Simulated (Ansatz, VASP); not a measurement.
# SnO2: VASP beside Ansatz

```
CELL_PARAMETERS angstrom
4.13393 0.00000 0.00000
0.00000 4.13393 0.00000
0.00000 0.00000 3.05521
ATOMIC_POSITIONS crystal
Sn 0.00000 0.00000 0.00000
Sn 0.50000 0.50000 0.50000
O 0.30892 0.30892 0.00000
O 0.69108 0.69108 0.00000
O 0.80892 0.19108 0.50000
O 0.19108 0.80892 0.50000
```

Alike in both runs: task single point; functional PBE; k mesh 8 × 8 × 12; occupations fermi-dirac, width 0.08 eV; no spin polarisation.

|  | VASP | Ansatz |
| --- | --- | --- |
| version | VASP 6.6.1 | Ansatz 0.2.0 |
| potentials or method | VASP PAW PBE potentials, release 64 (Sn_d, O), cutoff 520 eV | all-electron LAPW, scalar-relativistic |

```tsv
	VASP	Ansatz	Ansatz less VASP
gap on the k mesh at the Fermi level (eV)	4.89	4.90	+0.006
rms of the force components (eV/Å)	0.043	0.002	-0.0413
```

Atom by atom the forces differ by 0.045 eV/Å (rms over components). Ansatz ran all-electron here, and VASP with PAW potentials.
